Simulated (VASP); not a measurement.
Wanted: the native input for a VASP 6.6.1 run.

| Quantity | Value |
| --- | --- |
| Task | single point |
| Functional | PBE |
| Dispersion | D3(BJ) |
| Potentials or basis | VASP PAW PBE potentials, release 64 (B, N) |
| Cutoff | 520 eV |
| k mesh | 12 × 12 × 1 |
| Occupations | gaussian, width 0.02 eV |
| Spin | no spin polarisation |
| Dipole correction | yes |
| Further INCAR settings | ALGO = Normal; EDIFF = 1e-06; NBANDS = 11 |

The structure of BN lies in POSCAR:

```
BN
1.0
    2.5770000000      0.0000000000      0.0000000000
   -1.2885000000      2.2317474655      0.0000000000
    0.0000000000      0.0000000000     26.0000000000
B N
1 1
Direct
    0.0000000000      0.0000000000      0.5109807692
    0.6666666667      0.3333333333      0.4890192308
```

These files were run (other wordings do the same):

INCAR

```
SYSTEM = BN
ALGO     = Normal         ! electronic algorithm
DIPOL    = 0.5 0.5 0.500
EDIFF    = 1E-6           ! SCF threshold, eV
ENCUT    = 520            ! plane-wave cutoff, eV
GGA      = PE             ! functional
IDIPOL   = 3            
ISIF     = 2              ! what is computed and relaxed
ISMEAR   = 0              ! smearing method
IVDW     = 12             ! dispersion correction
LASPH    = .TRUE.         ! aspherical terms in the spheres
LCHARG   = .FALSE.        ! write CHGCAR
LDIPOL   = .TRUE.       
LREAL    = .FALSE.        ! projectors in reciprocal space
LWAVE    = .FALSE.        ! write WAVECAR
NBANDS   = 11             ! bands
NELM     = 60             ! most SCF steps
PREC     = Accurate       ! precision mode
SIGMA    = 0.02           ! smearing width, eV
```

KPOINTS

```
k-points
0
G
  12 12 1
  0 0 0
```

Potentials or basis: VASP PAW PBE potentials, release 64 (B, N).

The run is started by

```sh
$ cat potpaw_PBE.64/B/POTCAR potpaw_PBE.64/N/POTCAR > POTCAR
$ mpirun -np 1 vasp_std > vasp.out
```

Results of the run:

| Quantity | Value |
| --- | --- |
| Largest force | 8.061 eV/Å |
| Band gap on the k mesh | 1.81 eV |
| Dispersion energy per atom | -0.072 eV |

It took 35 s on 1 thread of AMD EPYC 7R13 Processor (Zen 3) (shared host), peak memory 0.23 GiB.
